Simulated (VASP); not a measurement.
# HfO2 (Fm-3m) in VASP: single point with PBE

Aim: the single point of HfO2 with PBE.

Everything below comes from runs of VASP 6.6.1. Logs are shortened: lines on timing, memory, paths and dates and some standing lists are left out, and cuts for length are marked.

**1. The cell of the first run**

The structure is cubic, space group Fm-3m (No. 225). The conventional cell has a = 5.058 Å, b = 5.058 Å, c = 5.058 Å, α = 90.00°, β = 90.00°, γ = 90.00°. Within 2.9 Å of Hf (site symmetry m-3m) lie 8 O at 2.19 Å. O (site symmetry -43m) has 4 Hf at 2.19 Å and 6 O at 2.53 Å within 2.9 Å.

**2. Single point, PBE, non-collinear spin, zero start, spin-orbit coupling**

File INCAR:

```
PREC = Accurate
ENCUT = 600
EDIFF = 1E-6
ISMEAR = 0
SIGMA = 0.01
LREAL = F
LASPH = T
NELM = 200
ALGO = Normal
ISIF = 2
LWAVE = F
LCHARG = F
MAGMOM = 0 0 0 0 0 0 0 0 0
LORBIT = 11
LSORBIT = T
GGA_COMPAT = F
LORBMOM = T
LMAXMIX = 4
GGA = PE
NBANDS = 35
```

File KPOINTS:

```
regular mesh
0
Gamma
  8 8 8
```

File POSCAR:

```
HfO2
1.0
    0.0000000000      2.5291823184      2.5291823184
    2.5291823184      0.0000000000      2.5291823184
    2.5291823184      2.5291823184      0.0000000000
Hf O
1 2
Direct
    0.0000000000      0.0000000000      0.0000000000
    0.2500000000      0.2500000000      0.2500000000
    0.7500000000      0.7500000000      0.7500000000
```

Potentials or basis: VASP PAW PBE potentials, release 64 (Hf_pv, O).

On the command line:

```console
> cat potpaw_PBE.64/Hf_pv/POTCAR potpaw_PBE.64/O/POTCAR > POTCAR
> mpirun -np 1 vasp_ncl > vasp.out
```

OUTCAR:

```text
PREC = Accurate
   ENCUT = 600
   EDIFF = 1E-6
   ISMEAR = 0
   LREAL = F
   LASPH = T
   NELM = 200
   ISIF = 2
   LORBIT = 11
   LSORBIT = T
   GGA = PE

 ion  position               nearest neighbor table
   1  0.000  0.000  0.000-   3 2.19   3 2.19   3 2.19   2 2.19   3 2.19   2 2.19   2 2.19   2 2.19

   2  0.250  0.250  0.250-   1 2.19   1 2.19   1 2.19   1 2.19
   3  0.750  0.750  0.750-   1 2.19   1 2.19   1 2.19   1 2.19

  LATTYP: Found a face centered cubic cell.
 ALAT       =     5.0583646368

  Lattice vectors:

 A1 = (   0.0000000000,   2.5291823184,   2.5291823184)
 A2 = (   2.5291823184,   0.0000000000,   2.5291823184)
 A3 = (   2.5291823184,   2.5291823184,   0.0000000000)

Analysis of symmetry for initial positions (statically):
=====================================================================
 Subroutine PRICEL returns:
 Original cell was already a primitive cell.

 Routine SETGRP: Setting up the symmetry group for a
 face centered cubic supercell.

 Subroutine GETGRP returns: Found 48 space group operations
 (whereof 48 operations were pure point group operations)
 out of a pool of 48 trial point group operations.

The static configuration has the point symmetry O_h .

Analysis of symmetry for dynamics (positions and initial velocities):
=====================================================================
 Subroutine PRICEL returns:
 Original cell was already a primitive cell.

 Routine SETGRP: Setting up the symmetry group for a
 face centered cubic supercell.

 Subroutine GETGRP returns: Found 48 space group operations
 (whereof 48 operations were pure point group operations)
 out of a pool of 48 trial point group operations.

The dynamic configuration has the point symmetry O_h .

Analysis of structural, dynamic, and magnetic symmetry:
=====================================================================
 Subroutine PRICEL returns:
 Original cell was already a primitive cell.

 Routine SETGRP: Setting up the symmetry group for a
 face centered cubic supercell.

 Subroutine GETGRP returns: Found 48 space group operations
 (whereof 48 operations were pure point group operations)
 out of a pool of 48 trial point group operations.

The overall configuration has the point symmetry O_h .

 Subroutine INISYM returns: Found 48 space group operations
 (whereof 48 operations are pure point group operations),
 and found     1 'primitive' translations

----------------------------------------------------------------------------------------

                                     Primitive cell

  volume of cell :      32.3572

  direct lattice vectors                    reciprocal lattice vectors
     0.000000000  2.529182318  2.529182318    -0.197692352  0.197692352  0.197692352
     2.529182318  0.000000000  2.529182318     0.197692352 -0.197692352  0.197692352
     2.529182318  2.529182318  0.000000000     0.197692352  0.197692352 -0.197692352

  length of vectors
     3.576803936  3.576803936  3.576803936     0.342413197  0.342413197  0.342413197

  position of ions in fractional coordinates (direct lattice)
     0.000000000  0.000000000  0.000000000
     0.250000000  0.250000000  0.250000000
     0.750000000  0.750000000  0.750000000

  ion indices of the primitive-cell ions
   primitive index   ion index
                 1           1
                 2           2
                 3           3

----------------------------------------------------------------------------------------

 KPOINTS: regular mesh

Automatic generation of k-mesh.
 Grid dimensions read from file:
 generate k-points for:    8    8    8

 Generating k-lattice:

  Cartesian coordinates                     Fractional coordinates (reciprocal lattice)
    -0.024711544  0.024711544  0.024711544     0.125000000  0.000000000  0.000000000
     0.024711544 -0.024711544  0.024711544     0.000000000  0.125000000  0.000000000
     0.024711544  0.024711544 -0.024711544     0.000000000  0.000000000  0.125000000

  Length of vectors
[... 99 lines left out ...]
 number of electron      21.9999998 magnetization      -0.0000000     -0.0000000     -0.0000000

 Free energy of the ion-electron system (eV)
  ---------------------------------------------------
  ext. energy  EPLUGINS =         0.00000000
  ---------------------------------------------------
  free energy    TOTEN  =       -30.87433034 eV

  energy without entropy =      -30.87433034  energy(sigma->0) =      -30.87433034

 E-fermi :   4.3758     XC(G=0): -11.8777

 val. band max:        4.3320947236   @ k =   0.5000   0.5000   0.0000
 cond. band min:       8.1367239237   @ k =   0.5000   0.5000   0.0000
 fundamental gap:      3.8046292001
 Fermi energy:         4.3757519427

 k-point     1 :       0.0000    0.0000    0.0000
  band No.  band energies     occupation
      1     -30.1385      1.00000
      2     -30.1385      1.00000
      3     -23.1079      1.00000
      4     -23.1079      1.00000
      5     -23.1079      1.00000
      6     -23.1079      1.00000
[... 877 lines left out ...]
     33      15.3755      0.00000
     34      15.3755      0.00000

 [... further k-points ...]

 [bands above 34 left out]

------------------------ aborting loop because EDIFF is reached ----------------------------------------

  FORCE on cell =-STRESS in cart. coord.  units (eV):
  Direction    XX          YY          ZZ          XY          YZ          ZX
  --------------------------------------------------------------------------------------
  -------------------------------------------------------------------------------------
  Total        0.4094098      0.4094098      0.4094098     -0.0000000     -0.0000000      0.0000000
  in kB       20.2720861     20.2720861     20.2720861     -0.0000000     -0.0000000      0.0000000
  external PRESSURE =      20.2720861 kB  Pullay stress =       0.0000000 kB

 VOLUME and BASIS-vectors are now :
 -----------------------------------------------------------------------------
  energy-cutoff  :      600.00
  volume of cell :       32.36
      direct lattice vectors                 reciprocal lattice vectors
     0.000000000  2.529182318  2.529182318    -0.197692352  0.197692352  0.197692352
     2.529182318  0.000000000  2.529182318     0.197692352 -0.197692352  0.197692352
     2.529182318  2.529182318  0.000000000     0.197692352  0.197692352 -0.197692352

 POSITION                                       TOTAL-FORCE (eV/Angst)
 -----------------------------------------------------------------------------------
      0.00000      0.00000      0.00000        -0.000000      0.000000     -0.000000
      1.26459      1.26459      1.26459         0.000000      0.000000      0.000000
      3.79377      3.79377      3.79377        -0.000000     -0.000000     -0.000000
 -----------------------------------------------------------------------------------
    total drift:                                0.000000      0.000000      0.000000

  FREE ENERGIE OF THE ION-ELECTRON SYSTEM (eV)
  ---------------------------------------------------
  free  energy   TOTEN  =       -30.8743303422 eV

  energy  without entropy=      -30.8743303422  energy(sigma->0) =      -30.87433034

 orbital moment (x)

 # of ion     p       d       tot
 ----------------------------------------
  1         0.000   0.000   0.000
  2         0.000   0.000   0.000
  3        -0.000   0.000  -0.000
 ----------------------------------------
            0.000   0.000   0.000

 orbital moment (y)

 # of ion     p       d       tot
 ----------------------------------------
  1         0.000   0.000   0.000
  2         0.000   0.000   0.000
  3         0.000   0.000   0.000
 ----------------------------------------
            0.000   0.000   0.000

 orbital moment (z)

 # of ion     p       d       tot
 ----------------------------------------
  1         0.000   0.000   0.000
  2         0.000   0.000   0.000
  3         0.000   0.000   0.000
 ----------------------------------------
            0.000   0.000   0.000

 Spin-Orbit-Coupling matrix elements

 Ion:    1  E_soc:     -1.2336103
 l=   1
     0.0000000    -0.2019091    -0.2019091
    -0.2019091     0.0000000    -0.2019091
    -0.2019091    -0.2019091     0.0000000
 l=   2
     0.0000000    -0.0009039     0.0000000    -0.0009039    -0.0027888
    -0.0009039     0.0000000    -0.0020916    -0.0009039    -0.0006972
     0.0000000    -0.0020916     0.0000000    -0.0020916     0.0000000
    -0.0009039    -0.0009039    -0.0020916     0.0000000    -0.0006972
    -0.0027888    -0.0006972     0.0000000    -0.0006972     0.0000000
 l=   3
     0.0000000     0.0000000     0.0000000     0.0000000     0.0000000     0.0000000     0.0000000
     0.0000000     0.0000000     0.0000000     0.0000000     0.0000000     0.0000000     0.0000000
     0.0000000     0.0000000     0.0000000     0.0000000     0.0000000     0.0000000     0.0000000
     0.0000000     0.0000000     0.0000000     0.0000000     0.0000000     0.0000000     0.0000000
[... 29 lines left out ...]
 l=   2
     0.0000000     0.0000000     0.0000000     0.0000000     0.0000000
     0.0000000     0.0000000     0.0000000     0.0000000     0.0000000
     0.0000000     0.0000000     0.0000000     0.0000000     0.0000000
     0.0000000     0.0000000     0.0000000     0.0000000     0.0000000
     0.0000000     0.0000000     0.0000000     0.0000000     0.0000000
 l=   3
     0.0000000     0.0000000     0.0000000     0.0000000     0.0000000     0.0000000     0.0000000
     0.0000000     0.0000000     0.0000000     0.0000000     0.0000000     0.0000000     0.0000000
     0.0000000     0.0000000     0.0000000     0.0000000     0.0000000     0.0000000     0.0000000
     0.0000000     0.0000000     0.0000000     0.0000000     0.0000000     0.0000000     0.0000000
     0.0000000     0.0000000     0.0000000     0.0000000     0.0000000     0.0000000     0.0000000
     0.0000000     0.0000000     0.0000000     0.0000000     0.0000000     0.0000000     0.0000000
     0.0000000     0.0000000     0.0000000     0.0000000     0.0000000     0.0000000     0.0000000

 total charge

# of ion       s       p       d       tot
------------------------------------------
    1        0.295   6.631   1.378   8.304
    2        1.558   3.559   0.000   5.117
    3        1.558   3.559   0.000   5.117
--------------------------------------------------
tot          3.412  13.748   1.378  18.538

 magnetization (x)

# of ion       s       p       d       tot
------------------------------------------
    1        0.000   0.000  -0.000  -0.000
    2       -0.000  -0.000   0.000  -0.000
    3       -0.000  -0.000   0.000  -0.000
--------------------------------------------------
tot         -0.000  -0.000  -0.000  -0.000

 magnetization (y)

# of ion       s       p       d       tot
------------------------------------------
    1       -0.000   0.000  -0.000  -0.000
    2       -0.000   0.000   0.000  -0.000
    3       -0.000   0.000   0.000  -0.000
--------------------------------------------------
tot         -0.000   0.000  -0.000  -0.000

 magnetization (z)

# of ion       s       p       d       tot
------------------------------------------
    1        0.000   0.000   0.000   0.000
    2       -0.000   0.000   0.000  -0.000
    3       -0.000   0.000   0.000  -0.000
--------------------------------------------------
tot         -0.000   0.000   0.000  -0.000
```

Wall time 2.6 min (1 thread of Intel Xeon 8259CL, shared host); peak memory 0.31 GiB.

What came out:

```yaml
Free_energy: -30.8743 eV
Pressure: 2.0 GPa
Net_moment: 0.00 μB per cell
Valence_electrons_inside_the_program's_atomic_spheres: Hf 8.30; O 5.12
```

Moments on the atoms (μB; x, y, z):
```
Hf  0.00 0.00 0.00
O   0.00 0.00 0.00
O   0.00 0.00 0.00
```
